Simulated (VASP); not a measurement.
Wanted: the native input for a VASP 6.6.1 run.

| Item | Value |
| --- | --- |
| Task | single point |
| Functional | RPBE |
| Potentials or basis | VASP PAW PBE potentials, release 64 (In_d) |
| Cutoff | 520 eV |
| k mesh | 12 × 12 × 12 |
| Occupations | fermi-dirac, width 0.1 eV |
| Spin | no spin polarisation |
| Dipole correction | no |
| Further INCAR settings | ALGO = Normal; EDIFF = 1e-06; NBANDS = 12 |

The structure of In lies in POSCAR:

```
In
1.0
    0.0000000000      2.4322909982      2.4322909982
    2.4322909982      0.0000000000      2.4322909982
    2.4322909982      2.4322909982      0.0000000000
In
1
Direct
    0.0000000000      0.0000000000      0.0000000000
```

These files were run (other wordings do the same):

INCAR

```
PREC     = Accurate       # precision mode
ENCUT    = 520            # plane-wave cutoff, eV
EDIFF    = 1E-6           # SCF threshold, eV
ISMEAR   = -1             # smearing method
SIGMA    = 0.1            # smearing width, eV
LREAL    = F              # projectors in reciprocal space
LASPH    = T              # aspherical terms in the spheres
NELM     = 100            # most SCF steps
ALGO     = Normal         # electronic algorithm
ISIF     = 2              # what is computed and relaxed
LWAVE    = F              # write WAVECAR
LCHARG   = F              # write CHGCAR
GGA      = RP             # functional
NBANDS   = 12             # bands
```

KPOINTS

```
regular mesh
0
Gamma
  12 12 12
```

Potentials or basis: VASP PAW PBE potentials, release 64 (In_d).

The run is started by

```bash
$ cat potpaw_PBE.64/In_d/POTCAR > POTCAR
$ mpirun -np 1 vasp_std > vasp.out
```

It gave:

```
Pressure : -0.1 GPa
```

Caveat: the PAW data sets were made with another functional, which shifts forces and pressure a little.

It took 24 s on 1 thread of Intel(R) Xeon(R) Platinum 8488C (Sapphire Rapids), with other jobs on the host, peak memory 0.16 GiB.
